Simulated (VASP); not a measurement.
# Si62C (a cell with a defect) in VASP: single point with PBE

Aim: the single point of Si62C (a cell with a defect) with PBE.

All numbers are computed with VASP 6.6.1; they aren't measurements. Logs are shortened: lines on timing, memory, paths and dates and some standing lists are left out, and cuts for length are marked.

### 1 The cell of the first run

The cell holds a defect, 63 atoms: a = 10.860 Å, b = 10.860 Å, c = 10.860 Å, α = 90.00°, β = 90.00°, γ = 90.00°.

### 2 Single point, PBE

Contents of INCAR:

```
ALGO = Normal
EDIFF = 1E-6
ENCUT = 520
GGA = PE
ISIF = 2
ISMEAR = 0
LASPH = True
LCHARG = True
LELF = True
LREAL = Auto
LVHAR = True
LWAVE = False
NBANDS = 163
NELECT = 254.0
NELM = 60
PREC = Accurate
SIGMA = 0.02
```

Contents of KPOINTS:

```
k-points
0
Gamma
  1 1 1
```

Contents of POSCAR:

```
Si62C
1.0
   10.8600000000      0.0000000000      0.0000000000
    0.0000000000     10.8600000000      0.0000000000
    0.0000000000      0.0000000000     10.8600000000
Si C
62 1
Direct
    0.5247496317     -0.0263950276     -0.0069587477
    0.6272265193      0.1161666667      0.1224320442
    0.7511578269      0.2481417127      0.0017190608
    0.8768050645      0.3755024862      0.1234269797
    0.7542650092     -0.0171753223      0.2365496317
    0.8729720994      0.1198837937      0.3702465930
   -0.0107892265     -0.0106055249     -0.0001243094
    0.1190316759      0.1192512891      0.1279639963
    0.2575955801      0.2381921731      0.0042639042
    0.3793037753      0.3759043278      0.1257954880
    0.5091688766      0.5104606814      0.0078623389
    0.6348398711      0.6430468692      0.1329302947
    0.8484723757      0.8339986188      0.0830292818
    0.2508677716     -0.0054557090      0.2455279006
    0.3727897790      0.1231187845      0.3726476059
    0.5015392265      0.2450975138      0.2483055249
    0.6281286372      0.3714240331      0.3734786372
    0.7488513812      0.5004161142      0.2485970534
    0.8745474217      0.6224529466      0.3755877532
    0.4989654696      0.0022240331      0.4991644567
    0.6179009208      0.1352904236      0.6249602210
    0.7527659300      0.2541646409      0.5049426335
    0.8715941068      0.3876613260      0.6417022099
    0.7491498158      0.0079265193      0.7383646409
    0.8751959484      0.1237850829      0.8724197053
   -0.0102355433      0.4913579190     -0.0200034070
    0.1158860958      0.6162933702      0.1131141805
    0.2472852670      0.7474274401     -0.0013088398
    0.3800705341      0.8687145488      0.1222516575
   -0.0023427256      0.2509906077      0.2527135359
    0.1242099448      0.3759612339      0.3792245856
    0.2459251381      0.4986125230      0.2480979742
    0.3678697053      0.6199744015      0.3859569061
    0.4933840700      0.7458946593      0.2601662983
    0.6245507366      0.8750410681      0.3743988950
    0.0078273481     -0.0005093923      0.4886649171
    0.1267391344      0.1250968692      0.6219375691
    0.2530736648      0.2514487109      0.5010569982
    0.3750146409      0.3785262431      0.6296450276
    0.5065746777      0.4963055249      0.5048534991
    0.6367300184      0.6240034070      0.6349139042
    0.7505867403      0.7514699816      0.5002546041
    0.8768564457      0.8857565378      0.6156788214
    0.2520569061      0.0009610497      0.7499409761
    0.3903664825      0.1131406077      0.8796899632
    0.5031432781      0.2606673112      0.7595279006
    0.6389187845      0.3900252302      0.8815039595
    0.7780719153      0.5399455801      0.7902031308
   -0.0131302026      0.7430074586      0.2339295580
    0.1227975138      0.8648178637      0.3635841621
   -0.0018526703      0.5016639963      0.5078586556
    0.1011823204      0.6305791897      0.6503118785
    0.2354286372      0.7444966851      0.5113104972
    0.3736996317      0.8744687845      0.6236226519
    0.0012845304      0.2498191529      0.7491551565
    0.1321565378      0.3641259669      0.8783531308
    0.2457213628      0.5016779926      0.7554175875
    0.3784472376      0.6253258748      0.8765397790
    0.5037014733      0.7498183241      0.7484176796
    0.6692799263      0.8475883057      0.8578699816
   -0.0415888582      0.7663229282      0.7751404236
    0.1224914365      0.8759896869      0.8742864641
    0.8143577348      0.7436662063     -0.1212651934
```

Potentials or basis: VASP PAW PBE potentials, release 64 (Si, C).

Command:

```console
cat potpaw_PBE.64/Si/POTCAR potpaw_PBE.64/C/POTCAR > POTCAR
mpirun -np 1 vasp_gam > vasp.out
```

OUTCAR:

```text
EDIFF = 1E-6
   ENCUT = 520
   GGA = PE
   ISIF = 2
   ISMEAR = 0
   LASPH = True
   LREAL = Auto
   NELECT = 254.0
   NELM = 60
   PREC = Accurate

 ion  position               nearest neighbor table
   1  0.525  0.974  0.993-   2 2.37  29 2.39  45 2.44  60 2.55
   2  0.627  0.116  0.122-   5 2.35   3 2.36   1 2.37  16 2.39
   3  0.751  0.248  0.002-   4 2.35  47 2.36   2 2.36  25 2.37
   4  0.877  0.376  0.123-  26 2.35   3 2.35  30 2.35  18 2.37
   5  0.754  0.983  0.237-   2 2.35  35 2.37   6 2.45  13 2.54
   6  0.873  0.120  0.370-  30 2.34  36 2.35  22 2.44   5 2.45
   7  0.989  0.989  1.000-  62 2.34  25 2.36   8 2.43  13 2.45
   8  0.119  0.119  0.128-  14 2.35  30 2.37   9 2.40   7 2.43
   9  0.258  0.238  0.004-  56 2.37  10 2.39   8 2.40  45 2.40
  10  0.379  0.376  0.126-  16 2.36  32 2.37   9 2.39  11 2.40
  11  0.509  0.510  0.008-  47 2.36  58 2.37  10 2.40  12 2.40
  12  0.635  0.643  0.133-  18 2.35  34 2.35  11 2.40
  13  0.848  0.834  0.083-  49 2.43   7 2.45  63 2.45   5 2.54  60 3.13
  14  0.251  0.995  0.246-   8 2.35  50 2.36  15 2.37  29 2.37
  15  0.373  0.123  0.373-  20 2.34  16 2.35  38 2.36  14 2.37
  16  0.502  0.245  0.248-  15 2.35  10 2.36  17 2.37   2 2.39
  17  0.628  0.371  0.373-  22 2.34  18 2.35  40 2.37  16 2.37
  18  0.749  0.500  0.249-  12 2.35  17 2.35  19 2.35   4 2.37
  19  0.875  0.622  0.376-  18 2.35  49 2.36  51 2.36  42 2.37
[... 26 lines left out ...]
  46  0.503  0.261  0.760-  21 2.35  39 2.36  45 2.40  47 2.43
  47  0.639  0.390  0.882-   3 2.36  11 2.36  46 2.43  48 2.43
  48  0.778  0.540  0.790-  47 2.43  63 2.44  41 2.46  23 2.52  26 3.13  61 3.15
  49  0.987  0.743  0.234-  19 2.36  27 2.36  50 2.43  13 2.43
  50  0.123  0.865  0.364-  36 2.35  14 2.36  53 2.40  49 2.43
  51  0.998  0.502  0.508-  23 2.35  19 2.36  52 2.37  31 2.39
  52  0.101  0.631  0.650-  51 2.37  57 2.39  53 2.44  61 2.53
  53  0.235  0.744  0.511-  54 2.39  33 2.40  50 2.40  52 2.44
  54  0.374  0.874  0.624-  44 2.35  20 2.37  59 2.38  53 2.39
  55  0.001  0.250  0.749-  56 2.35  25 2.35  23 2.36  37 2.37
  56  0.132  0.364  0.878-  26 2.35  55 2.35  57 2.35   9 2.37
  57  0.246  0.502  0.755-  56 2.35  58 2.37  39 2.37  52 2.39
  58  0.378  0.625  0.877-  28 2.36  11 2.37  57 2.37  59 2.37
  59  0.504  0.750  0.748-  41 2.34  58 2.37  54 2.38  60 2.40
  60  0.669  0.848  0.858-  63 1.95  24 2.34  59 2.40   1 2.55  13 3.13
  61  0.958  0.766  0.775-  63 1.94  43 2.34  62 2.40  52 2.53  48 3.15
  62  0.122  0.876  0.874-   7 2.34  28 2.37  44 2.38  61 2.40
  63  0.814  0.744  0.879-  61 1.94  60 1.95  48 2.44  13 2.45

  LATTYP: Found a simple cubic cell.
 ALAT       =    10.8600000000

  Lattice vectors:

 A1 = (  10.8600000000,   0.0000000000,   0.0000000000)
 A2 = (   0.0000000000,  10.8600000000,   0.0000000000)
 A3 = (   0.0000000000,   0.0000000000,  10.8600000000)

Analysis of symmetry for initial positions (statically):
=====================================================================
 Subroutine PRICEL returns:
 Original cell was already a primitive cell.

 Routine SETGRP: Setting up the symmetry group for a
 simple cubic supercell.

 Subroutine GETGRP returns: Found  1 space group operations
 (whereof  1 operations were pure point group operations)
 out of a pool of 48 trial point group operations.

The static configuration has the point symmetry C_1 .

Analysis of symmetry for dynamics (positions and initial velocities):
=====================================================================
 Subroutine PRICEL returns:
 Original cell was already a primitive cell.

 Routine SETGRP: Setting up the symmetry group for a
 simple cubic supercell.

 Subroutine GETGRP returns: Found  1 space group operations
 (whereof  1 operations were pure point group operations)
 out of a pool of 48 trial point group operations.

The dynamic configuration has the point symmetry C_1 .

 Subroutine INISYM returns: Found  1 space group operations
 (whereof  1 operations are pure point group operations),
 and found     1 'primitive' translations

----------------------------------------------------------------------------------------

                                     Primitive cell

  volume of cell :    1280.8241

  direct lattice vectors                    reciprocal lattice vectors
    10.860000000  0.000000000  0.000000000     0.092081031  0.000000000  0.000000000
     0.000000000 10.860000000  0.000000000     0.000000000  0.092081031  0.000000000
     0.000000000  0.000000000 10.860000000     0.000000000  0.000000000  0.092081031

  length of vectors
    10.860000000 10.860000000 10.860000000     0.092081031  0.092081031  0.092081031

  position of ions in fractional coordinates (direct lattice)
     0.524749632  0.973604972  0.993041252
     0.627226519  0.116166667  0.122432044
     0.751157827  0.248141713  0.001719061
     0.876805064  0.375502486  0.123426980
     0.754265009  0.982824678  0.236549632
     0.872972099  0.119883794  0.370246593
[... 55 lines left out ...]
     0.122491436  0.875989687  0.874286464
     0.814357735  0.743666206  0.878734807

  ion indices of the primitive-cell ions
   primitive index   ion index
                 1           1
                 2           2
                 3           3
                 4           4
                 5           5
                 6           6
[... 55 lines left out ...]
                62          62
                63          63

----------------------------------------------------------------------------------------

 KPOINTS: k-points

Automatic generation of k-mesh.
 Grid dimensions read from file:
 generate k-points for:    1    1    1

 Generating k-lattice:

  Cartesian coordinates                     Fractional coordinates (reciprocal lattice)
     0.092081031  0.000000000  0.000000000     1.000000000  0.000000000  0.000000000
     0.000000000  0.092081031  0.000000000     0.000000000  1.000000000  0.000000000
     0.000000000  0.000000000  0.092081031     0.000000000  0.000000000  1.000000000

  Length of vectors
     0.092081031  0.092081031  0.092081031

  Shift w.r.t. Gamma in fractional coordinates (k-lattice)
     0.000000000  0.000000000  0.000000000

 Subroutine IBZKPT returns following result:
 ===========================================

 Found      1 irreducible k-points:

 Following reciprocal coordinates:
            Coordinates               Weight
  0.000000  0.000000  0.000000      1.000000
   k-points           NKPTS =      1   k-points in BZ     NKDIM =      1   number of bands    NBANDS=    163
   number of dos      NEDOS =    301   number of ions     NIONS =     63
   total plane-waves  NPLWV = 592704
   dimension x,y,z NGX =    84 NGY =   84 NGZ =   84
   dimension x,y,z NGXF=   168 NGYF=  168 NGZF=  168
   ions per type =              62   1
   NGX,Y,Z   is equivalent  to a cutoff of  12.86, 12.86, 12.86 a.u.
   NGXF,Y,Z  is equivalent  to a cutoff of  25.72, 25.72, 25.72 a.u.
 SYSTEM =  unknown system
   PREC   = accura    normal or accurate (medium, high low for compatibility)
   ISTART =      0    job   : 0-new  1-cont  2-samecut
   ICHARG =      2    charge: 1-file 2-atom 10-const
   ISPIN  =      1    spin polarized calculation?
   LNONCOLLINEAR =      F non collinear calculations
   LSORBIT =      F    spin-orbit coupling
   LASPH  =      T    aspherical Exc in radial PAW
   ENCUT  =  520.0 eV  38.22 Ry    6.18 a.u.  20.19 20.19 20.19*2*pi/ulx,y,z
   NELM   =     60;   NELMIN=  2; NELMDL= -5     # of ELM steps
   EDIFF  = 0.1E-05   stopping-criterion for ELM
   LREAL  =      T    real-space projection
   EDIFFG = 0.1E-04   stopping-criterion for IOM
   NSW    =      0    number of steps for IOM
   IBRION =     -1    ionic relax: 0-MD 1-quasi-New 2-CG
   NFREE  =      0    steps in history (QN), initial steepest desc. (CG)
   ISIF   =      2    stress and relaxation
   ISYM   =      2    0-nonsym 1-usesym 2-fastsym
   POTIM  = 0.5000    time-step for ionic-motion
   TEBEG  =    0.0;   TEEND  =   0.0 temperature during run
   PSTRESS=    0.0 pullay stress
   NELECT =     254.0000    total number of electrons
   NUPDOWN=      -1.0000    fix difference up-down
   EMIN   =  10.00;   EMAX   =-10.00  energy-range for DOS
   EFERMI =   0.00;   METHOD = LEGACY
   ISMEAR =     0;   SIGMA  =   0.02  broadening in eV -4-tet -1-fermi 0-gaus
   EFERMI_NEDOS =   21; number of points for ismear=-14 and -15
   IALGO  =     38    algorithm
   IMIX   =      4    mixing-type and parameters
     AMIX     =   0.40;   BMIX     =  1.00
     AMIX_MAG =   1.60;   BMIX_MAG =  1.00
  volume/ion in A,a.u.               =      20.33       137.20
  Fermi-wavevector in a.u.,A,eV,Ry     =   0.954677  1.804077 12.400449  0.911407
  Thomas-Fermi vector in A             =   2.083445
   LORBIT       =      0    0 simple, 1 ext, 2 COOP (PROOUT), +10 PAW based schemes
   GGA     = PE    functional components
   LHFCALC =     F    Hartree Fock is set to
   AEXX    =    0.0000 exact exchange contribution
   IVDW    =     0    specifies the selected vdW correction
   LEPSILON=     F    determine dielectric tensor
   LRPA    =     F    only Hartree local field effects (RPA)
 non-spin polarized calculation
 Gauss-broadening in eV      SIGMA  =   0.02
  energy-cutoff  :      520.00
  volume of cell :     1280.82
 maximum number of plane-waves:     17229
 NGX is ok and might be reduce to    84
   NGX = 41   NGY = 41   NGZ = 41

 number of electron     253.9999996 magnetization

 Free energy of the ion-electron system (eV)
  ---------------------------------------------------
  ext. energy  EPLUGINS =         0.00000000
  ---------------------------------------------------
  free energy    TOTEN  =      -320.69214154 eV

  energy without entropy =     -320.69214154  energy(sigma->0) =     -320.69214154

 E-fermi :   5.8813     XC(G=0):  -9.3679

 val. band max:        5.7770149702   @ k =   0.0000   0.0000   0.0000
 cond. band min:       6.0876501747   @ k =   0.0000   0.0000   0.0000
 fundamental gap:      0.3106352045
 Fermi energy:         5.8813108885

 k-point     1 :       0.0000    0.0000    0.0000
  band No.  band energies     occupation
      1      -6.4252      2.00000
      2      -5.9106      2.00000
      3      -5.1517      2.00000
      4      -5.1347      2.00000
      5      -5.1343      2.00000
      6      -5.1315      2.00000
[... 131 lines left out ...]
    138       6.8609      0.00000
    139       6.8694      0.00000
 [bands above 139 left out]

------------------------ aborting loop because EDIFF is reached ----------------------------------------

  FORCE on cell =-STRESS in cart. coord.  units (eV):
  Direction    XX          YY          ZZ          XY          YZ          ZX
  --------------------------------------------------------------------------------------
  -------------------------------------------------------------------------------------
  Total        8.6618680     16.2739919     16.2152720     -3.6400739    -11.6592246     -3.9095797
  in kB       10.8350937     20.3570668     20.2836143     -4.5533528    -14.5844742     -4.8904765
  external PRESSURE =      17.1585916 kB  Pullay stress =       0.0000000 kB

 VOLUME and BASIS-vectors are now :
 -----------------------------------------------------------------------------
  energy-cutoff  :      520.00
  volume of cell :     1280.82
      direct lattice vectors                 reciprocal lattice vectors
    10.860000000  0.000000000  0.000000000     0.092081031  0.000000000  0.000000000
     0.000000000 10.860000000  0.000000000     0.000000000  0.092081031  0.000000000
     0.000000000  0.000000000 10.860000000     0.000000000  0.000000000  0.092081031

 POSITION                                       TOTAL-FORCE (eV/Angst)
 -----------------------------------------------------------------------------------
      5.69878     10.57335     10.78443         0.017490     -0.015686      0.001212
      6.81168      1.26157      1.32961         0.003674     -0.007911     -0.000924
      8.15757      2.69482      0.01867         0.003093     -0.001910      0.004762
      9.52210      4.07796      1.34042         0.001879     -0.002729      0.003385
      8.19132     10.67348      2.56893         0.005633     -0.018940     -0.013644
      9.48048      1.30194      4.02088         0.000795     -0.014697     -0.007608
[... 55 lines left out ...]
      1.33026      9.51325      9.49475         0.003979      0.002178     -0.000136
      8.84392      8.07622      9.54306        -0.094435      0.051850     -0.051601
 -----------------------------------------------------------------------------------
    total drift:                                0.001527     -0.007036      0.004081

  FREE ENERGIE OF THE ION-ELECTRON SYSTEM (eV)
  ---------------------------------------------------
  free  energy   TOTEN  =      -320.6921415380 eV

  energy  without entropy=     -320.6921415380  energy(sigma->0) =     -320.69214154
```

Wall time 6.1 min (1 thread of Intel Xeon Platinum 8259CL at 2.50GHz (Skylake/Cascade Lake), shared host); peak memory 1 GiB.

Results:

```
Free energy   : -320.6921 eV
Largest force : 0.119 eV/Å
```

Forces on the atoms (eV/Å):
```
Si   0.017 -0.016  0.001
Si   0.004 -0.008 -0.001
Si   0.003 -0.002  0.005
Si   0.002 -0.003  0.003
Si   0.006 -0.019 -0.014
Si   0.001 -0.015 -0.008
Si   0.004 -0.003 -0.009
Si  -0.005 -0.002  0.002
Si  -0.002 -0.005 -0.001
Si  -0.002  0.000  0.002
Si  -0.001  0.001 -0.007
Si   0.008  0.007  0.006
Si  -0.008 -0.004  0.018
Si   0.001  0.000  0.000
Si  -0.002  0.002  0.001
Si   0.001 -0.005 -0.001
Si  -0.001  0.000  0.001
Si   0.006 -0.003  0.001
Si  -0.006  0.003  0.002
Si   0.003 -0.001 -0.004
Si   0.002 -0.012  0.009
Si  -0.003 -0.011  0.000
Si   0.010  0.004  0.001
Si   0.006 -0.005  0.002
Si  -0.001 -0.002  0.003
Si   0.014 -0.005  0.016
Si   0.004 -0.007  0.000
Si  -0.003 -0.003 -0.002
Si   0.000  0.001 -0.003
Si  -0.005 -0.004  0.004
Si  -0.001 -0.001 -0.007
Si   0.002  0.000  0.002
Si   0.001  0.003  0.002
Si   0.002  0.005 -0.003
Si   0.004 -0.001 -0.002
Si  -0.003 -0.004 -0.001
Si   0.000 -0.001 -0.003
Si   0.001  0.002  0.001
Si   0.001  0.001 -0.002
Si   0.006  0.001 -0.001
Si  -0.001 -0.002  0.002
Si  -0.001 -0.001  0.003
Si  -0.002  0.001 -0.002
Si   0.007 -0.001 -0.008
Si   0.007 -0.009  0.005
Si   0.003 -0.004 -0.005
Si  -0.001  0.003  0.008
Si  -0.016  0.067  0.035
Si   0.003 -0.016 -0.002
Si  -0.004  0.001 -0.005
Si   0.003  0.003 -0.006
Si  -0.009  0.005  0.010
Si  -0.001 -0.001  0.005
Si   0.010 -0.004  0.001
Si   0.005 -0.002  0.006
Si   0.004 -0.006 -0.005
Si   0.004  0.001  0.002
Si   0.002  0.008  0.001
Si   0.014 -0.005  0.004
Si   0.016 -0.013 -0.022
Si  -0.016  0.030  0.013
Si   0.004  0.002  0.000
C   -0.094  0.052 -0.052
```

Caveat: the k points lie up to 0.58 Å⁻¹ apart; the cell carries a net charge on a neutralising background, which shifts energy and pressure; the cell is charged against a uniform background, so pressure and absolute levels hang on convention.
